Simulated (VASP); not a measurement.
# InO5 (P6/mmm) in VASP: notebook

The runs below take InO5 through single point, relaxation of cell and atoms, with PBE.

All numbers are computed with VASP 6.6.1; they aren't measurements. Logs are shortened: lines on timing, memory, paths and dates and some standing lists are left out, and cuts for length are marked.

## Step 1: The cell of the first run

It takes space group P6/mmm (No. 191, hexagonal). Conventional cell: a = 4.668 Å, b = 4.668 Å, c = 3.892 Å, α = 90.00°, β = 90.00°, γ = 120.00°. In (site symmetry 6/mmm) has 18 O at 2.70 to 3.04 Å within 3.6 Å. O (site symmetry mmm) has 8 O at 2.33 to 2.37 Å and 4 In at 3.04 Å within 3.1 Å. O (site symmetry -6m2) has 9 O at 2.37 to 2.70 Å and 3 In at 2.70 Å within 3.1 Å.

The cell was generated, and may not be a known phase.

## Step 2: Single point, PBE, collinear spin, ferromagnetic start

INCAR reads:

```
PREC = Accurate
ENCUT = 520
EDIFF = 1E-6
ISMEAR = 0
SIGMA = 0.1
LREAL = False
LASPH = True
NELM = 150
ALGO = Normal
ISIF = 2
LWAVE = False
LCHARG = False
ISPIN = 2
MAGMOM = 0 1 1 1 1 1
LORBIT = 11
GGA = PE
NBANDS = 34
```

KPOINTS reads:

```
regular mesh
0
Gamma
  6 6 4
```

POSCAR reads:

```
InO5
1.0
    4.6683712200      0.0000000000      0.0000000000
   -2.3341856100      4.0429280700      0.0000000000
    0.0000000000      0.0000000000      3.8919082600
In O
1 5
Direct
    0.0000000000      0.0000000000      0.0000000000
    0.5000000000      0.0000000000      0.5000000000
    0.5000000000      0.5000000000      0.5000000000
    0.0000000000      0.5000000000      0.5000000000
    0.3333333300      0.6666666700      0.0000000000
    0.6666666700      0.3333333300      0.0000000000
```

Potentials or basis: VASP PAW PBE potentials, release 64 (In_d, O).

Started as:

```bash
$ cat potpaw_PBE.64/In_d/POTCAR potpaw_PBE.64/O/POTCAR > POTCAR
$ mpirun -np 1 vasp_std > vasp.out
```

OUTCAR:

```text
PREC = Accurate
   ENCUT = 520
   EDIFF = 1E-6
   ISMEAR = 0
   LREAL = False
   LASPH = True
   NELM = 150
   ISIF = 2
   ISPIN = 2
   LORBIT = 11
   GGA = PE

 ion  position               nearest neighbor table
   1  0.000  0.000  0.000-   5 2.70   6 2.70   5 2.70   6 2.70   6 2.70   5 2.70
   2  0.500  0.000  0.500-
   3  0.500  0.500  0.500-
   4  0.000  0.500  0.500-
   5  0.333  0.667  0.000-   1 2.70   1 2.70   1 2.70
   6  0.667  0.333  0.000-   1 2.70   1 2.70   1 2.70

  LATTYP: Found a hexagonal cell.
 ALAT       =     4.6683712200
 C/A-ratio  =     0.8336758318

  Lattice vectors:

 A1 = (   4.6683712200,   0.0000000000,   0.0000000000)
 A2 = (  -2.3341856100,   4.0429280700,   0.0000000000)
 A3 = (   0.0000000000,   0.0000000000,   3.8919082600)

Analysis of symmetry for initial positions (statically):
=====================================================================
 Subroutine PRICEL returns:
 Original cell was already a primitive cell.

 Routine SETGRP: Setting up the symmetry group for a
 hexagonal supercell.

 Subroutine GETGRP returns: Found 24 space group operations
 (whereof 24 operations were pure point group operations)
 out of a pool of 24 trial point group operations.

The static configuration has the point symmetry D_6h.

Analysis of symmetry for dynamics (positions and initial velocities):
=====================================================================
 Subroutine PRICEL returns:
 Original cell was already a primitive cell.

 Routine SETGRP: Setting up the symmetry group for a
 hexagonal supercell.

 Subroutine GETGRP returns: Found 24 space group operations
 (whereof 24 operations were pure point group operations)
 out of a pool of 24 trial point group operations.

The dynamic configuration has the point symmetry D_6h.

Analysis of structural, dynamic, and magnetic symmetry:
=====================================================================
 Subroutine PRICEL returns:
 Original cell was already a primitive cell.

 Routine SETGRP: Setting up the symmetry group for a
 hexagonal supercell.

 Subroutine GETGRP returns: Found 24 space group operations
 (whereof 24 operations were pure point group operations)
 out of a pool of 24 trial point group operations.

The overall configuration has the point symmetry D_6h.

 Subroutine INISYM returns: Found 24 space group operations
 (whereof 24 operations are pure point group operations),
 and found     1 'primitive' translations

----------------------------------------------------------------------------------------

                                     Primitive cell

  volume of cell :      73.4554

  direct lattice vectors                    reciprocal lattice vectors
     4.668371220  0.000000000  0.000000000     0.214207473  0.123672742  0.000000000
    -2.334185610  4.042928070  0.000000000     0.000000000  0.247345484  0.000000000
     0.000000000  0.000000000  3.891908260     0.000000000  0.000000000  0.256943364

  length of vectors
     4.668371220  4.668371219  3.891908260     0.247345484  0.247345484  0.256943364

  position of ions in fractional coordinates (direct lattice)
     0.000000000  0.000000000  0.000000000
     0.500000000  0.000000000  0.500000000
     0.500000000  0.500000000  0.500000000
     0.000000000  0.500000000  0.500000000
     0.333333330  0.666666670  0.000000000
     0.666666670  0.333333330  0.000000000

  ion indices of the primitive-cell ions
   primitive index   ion index
                 1           1
                 2           2
                 3           3
                 4           4
                 5           5
                 6           6

----------------------------------------------------------------------------------------

 KPOINTS: regular mesh

Automatic generation of k-mesh.
 Grid dimensions read from file:
 generate k-points for:    6    6    4

 Generating k-lattice:

  Cartesian coordinates                     Fractional coordinates (reciprocal lattice)
     0.035701245  0.020612124  0.000000000     0.166666667  0.000000000  0.000000000
     0.000000000  0.041224247  0.000000000     0.000000000  0.166666667  0.000000000
     0.000000000  0.000000000  0.064235841     0.000000000  0.000000000  0.250000000

  Length of vectors
     0.041224247  0.041224247  0.064235841

  Shift w.r.t. Gamma in fractional coordinates (k-lattice)
     0.000000000  0.000000000  0.000000000

 Subroutine IBZKPT returns following result:
 ===========================================

 Found     21 irreducible k-points:

 Following reciprocal coordinates:
            Coordinates               Weight
  0.000000  0.000000  0.000000      1.000000
  0.166667 -0.000000  0.000000      6.000000
  0.333333 -0.000000  0.000000      6.000000
  0.500000 -0.000000  0.000000      3.000000
  0.166667  0.166667  0.000000      6.000000
  0.333333  0.166667  0.000000     12.000000
[... 13 lines left out ...]
  0.333333  0.166667  0.500000     12.000000
  0.333333  0.333333  0.500000      2.000000
   k-points           NKPTS =     21   k-points in BZ     NKDIM =     21   number of bands    NBANDS=     34
   number of dos      NEDOS =    301   number of ions     NIONS =      6
   total plane-waves  NPLWV =  38880
   dimension x,y,z NGX =    36 NGY =   36 NGZ =   30
   dimension x,y,z NGXF=    72 NGYF=   72 NGZF=   60
   ions per type =               1   5
   NGX,Y,Z   is equivalent  to a cutoff of  12.82, 12.82, 12.81 a.u.
   NGXF,Y,Z  is equivalent  to a cutoff of  25.64, 25.64, 25.63 a.u.
 SYSTEM =  unknown system
   PREC   = accura    normal or accurate (medium, high low for compatibility)
   ISTART =      0    job   : 0-new  1-cont  2-samecut
   ICHARG =      2    charge: 1-file 2-atom 10-const
   ISPIN  =      2    spin polarized calculation?
   LNONCOLLINEAR =      F non collinear calculations
   LSORBIT =      F    spin-orbit coupling
   LASPH  =      T    aspherical Exc in radial PAW
   ENCUT  =  520.0 eV  38.22 Ry    6.18 a.u.   8.68  8.68  7.24*2*pi/ulx,y,z
   NELM   =    150;   NELMIN=  2; NELMDL= -5     # of ELM steps
   EDIFF  = 0.1E-05   stopping-criterion for ELM
   LREAL  =      F    real-space projection
   EDIFFG = 0.1E-04   stopping-criterion for IOM
   NSW    =      0    number of steps for IOM
   IBRION =     -1    ionic relax: 0-MD 1-quasi-New 2-CG
   NFREE  =      0    steps in history (QN), initial steepest desc. (CG)
   ISIF   =      2    stress and relaxation
   ISYM   =      2    0-nonsym 1-usesym 2-fastsym
   POTIM  = 0.5000    time-step for ionic-motion
   TEBEG  =    0.0;   TEEND  =   0.0 temperature during run
   PSTRESS=    0.0 pullay stress
   NELECT =      43.0000    total number of electrons
   NUPDOWN=      -1.0000    fix difference up-down
   EMIN   =  10.00;   EMAX   =-10.00  energy-range for DOS
   EFERMI =   0.00;   METHOD = LEGACY
   ISMEAR =     0;   SIGMA  =   0.10  broadening in eV -4-tet -1-fermi 0-gaus
   EFERMI_NEDOS =   21; number of points for ismear=-14 and -15
   IALGO  =     38    algorithm
   IMIX   =      4    mixing-type and parameters
     AMIX     =   0.40;   BMIX     =  1.00
     AMIX_MAG =   1.60;   BMIX_MAG =  1.00
  volume/ion in A,a.u.               =      12.24        82.62
  Fermi-wavevector in a.u.,A,eV,Ry     =   1.369482  2.587946 25.517466  1.875481
  Thomas-Fermi vector in A             =   2.495353
   LORBIT       =     11    0 simple, 1 ext, 2 COOP (PROOUT), +10 PAW based schemes
   GGA     = PE    functional components
   LHFCALC =     F    Hartree Fock is set to
   AEXX    =    0.0000 exact exchange contribution
   IVDW    =     0    specifies the selected vdW correction
   LEPSILON=     F    determine dielectric tensor
   LRPA    =     F    only Hartree local field effects (RPA)
 spin polarized calculation
 Gauss-broadening in eV      SIGMA  =   0.10
  energy-cutoff  :      520.00
  volume of cell :       73.46
 maximum number of plane-waves:      1989
 NGX is ok and might be reduce to    36
   NGX = 17   NGY = 17   NGZ = 15

 number of electron      42.9999998 magnetization       3.3392212

 Free energy of the ion-electron system (eV)
  ---------------------------------------------------
  ext. energy  EPLUGINS =         0.00000000
  ---------------------------------------------------
  free energy    TOTEN  =       -19.11701756 eV

  energy without entropy =      -19.09552019  energy(sigma->0) =      -19.10626888

 E-fermi :   2.4448     XC(G=0): -10.6442

 val. band max:        2.4433352500   @ k =   0.5000  -0.0000   0.5000
 cond. band min:       2.4695352568   @ k =   0.3333  -0.0000   0.5000
 fundamental gap:      0.0262000068
 Fermi energy:         2.4448121482

 spin component 1

 k-point     1 :       0.0000    0.0000    0.0000
  band No.  band energies     occupation
      1     -16.8070      1.00000
      2     -14.2133      1.00000
      3     -14.0020      1.00000
      4     -14.0020      1.00000
      5     -13.9164      1.00000
      6     -11.4887      1.00000
[... 745 lines left out ...]
     32      18.4146      0.00000
     33      18.4147      0.00000
 Fermi energy:         2.4448121482

 spin component 2

 k-point     1 :       0.0000    0.0000    0.0000
  band No.  band energies     occupation
      1     -15.7957      1.00000
      2     -12.8873      1.00000
      3     -12.8873      1.00000
      4     -12.8839      1.00000
      5     -12.7496      1.00000
      6     -11.4997      1.00000
[... 745 lines left out ...]
     32      18.5549      0.00000
     33      18.5549      0.00000
 [bands above 33 left out]

------------------------ aborting loop because EDIFF is reached ----------------------------------------

  FORCE on cell =-STRESS in cart. coord.  units (eV):
  Direction    XX          YY          ZZ          XY          YZ          ZX
  --------------------------------------------------------------------------------------
  -------------------------------------------------------------------------------------
  Total       -9.5035329     -9.5035329     -0.8500480      0.0000000     -0.0000000     -0.0000000
  in kB     -207.2868126   -207.2868125    -18.5408665      0.0000000     -0.0000000     -0.0000000
  external PRESSURE =    -144.3714972 kB  Pullay stress =       0.0000000 kB

 VOLUME and BASIS-vectors are now :
 -----------------------------------------------------------------------------
  energy-cutoff  :      520.00
  volume of cell :       73.46
      direct lattice vectors                 reciprocal lattice vectors
     4.668371220  0.000000000  0.000000000     0.214207473  0.123672742  0.000000000
    -2.334185610  4.042928070  0.000000000     0.000000000  0.247345484  0.000000000
     0.000000000  0.000000000  3.891908260     0.000000000  0.000000000  0.256943364

 POSITION                                       TOTAL-FORCE (eV/Angst)
 -----------------------------------------------------------------------------------
      0.00000      0.00000      0.00000        -0.000000      0.000000      0.000000
      2.33419      0.00000      1.94595         0.000000      0.000000      0.000000
      1.16709      2.02146      1.94595         0.000000      0.000000      0.000000
     -1.16709      2.02146      1.94595         0.000000      0.000000      0.000000
     -0.00000      2.69529      0.00000        -0.000000      0.000000      0.000000
      2.33419      1.34764      0.00000         0.000000     -0.000000     -0.000000
 -----------------------------------------------------------------------------------
    total drift:                               -0.000000      0.000000      0.000000

  FREE ENERGIE OF THE ION-ELECTRON SYSTEM (eV)
  ---------------------------------------------------
  free  energy   TOTEN  =       -19.1170175614 eV

  energy  without entropy=      -19.0955201897  energy(sigma->0) =      -19.10626888

 total charge

# of ion       s       p       d       tot
------------------------------------------
    1        0.729   0.221   9.894  10.844
    2        1.643   2.965   0.000   4.608
    3        1.643   2.965   0.000   4.608
    4        1.643   2.965   0.000   4.608
    5        1.632   3.026   0.000   4.659
    6        1.632   3.026   0.000   4.659
--------------------------------------------------
tot          8.923  15.170   9.894  33.986

 magnetization (x)

# of ion       s       p       d       tot
------------------------------------------
    1       -0.056  -0.026  -0.001  -0.083
    2        0.005   0.557   0.000   0.562
    3        0.005   0.557   0.000   0.562
    4        0.005   0.557   0.000   0.562
    5        0.007   0.658   0.000   0.665
    6        0.007   0.658   0.000   0.665
--------------------------------------------------
tot         -0.026   2.959  -0.001   2.932
```

Run time: 2.5 min. Hardware: 1 thread of Intel Xeon 8259CL, shared host; peak memory 0.26 GiB.

What came out:

```
Free energy                                           : -19.1170 eV
Pressure                                              : -14.4 GPa
Net moment                                            : 3.34 μB per cell
Site moments                                          : In -0.08; O +0.56, +0.67 (each value once) μB
Valence electrons inside the program's atomic spheres : In 10.84; O 4.61, 4.66 (each value once)
```

Caveat: the k points lie up to 0.40 Å⁻¹ apart; spin-orbit coupling is left out, which moves the levels of the heavy elements.

(Continued in part 2 of 2.)
